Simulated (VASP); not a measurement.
A run of VASP 6.6.1 is set up as follows.

The input INCAR:

```
SYSTEM = AlRu
  PREC = Accurate
  ENCUT = 600
  EDIFF = 1E-7
  ISMEAR = 0
  SIGMA = 0.1
  LREAL = .FALSE.
  LASPH = .TRUE.
  NELM = 60
  ALGO = Fast
  ISIF = 3
  LWAVE = .FALSE.
  LCHARG = .FALSE.
  GGA = PE
  IBRION = 2
  NSW = 90
  EDIFFG = -0.04
```

File KPOINTS:

```
regular mesh
0
G
  6 6 6
  0 0 0
```

File POSCAR:

```
AlRu
1.0
    2.9824954400      0.0000000000      0.0000000000
    0.0000000000      2.9824954400      0.0000000000
    0.0000000000      0.0000000000      2.9824954400
Al Ru
1 1
Direct
    0.0000000000      0.0000000000      0.0000000000
    0.5000000000      0.5000000000      0.5000000000
```

Potentials or basis: VASP PAW PBE potentials, release 64 (Al, Ru_pv).

Launch:

```console
$ cat potpaw_PBE.64/Al/POTCAR potpaw_PBE.64/Ru_pv/POTCAR > POTCAR
$ mpirun -np 1 vasp_std > vasp.out
```

Q: Predict the relaxed volume.

A: 13.55 Å³/atom.

Q: What does it give for the space group after relaxing (to 0.05 Å)?

A: Pm-3m (No. 221).

Q: Estimate the relaxed cell.

A: a = 3.004 Å, b = 3.004 Å, c = 3.004 Å, α = 90.00°, β = 90.00°, γ = 90.00°.

Step by step:
```tsv
step	energy change (eV)	largest force (eV/Å)	pressure (GPa)	volume (Å³)
1	0.0000	0.0000	4.48	26.53
2	0.0101	0.0000	-6.28	27.98
3	-0.0076	0.0000	-0.05	27.10
```
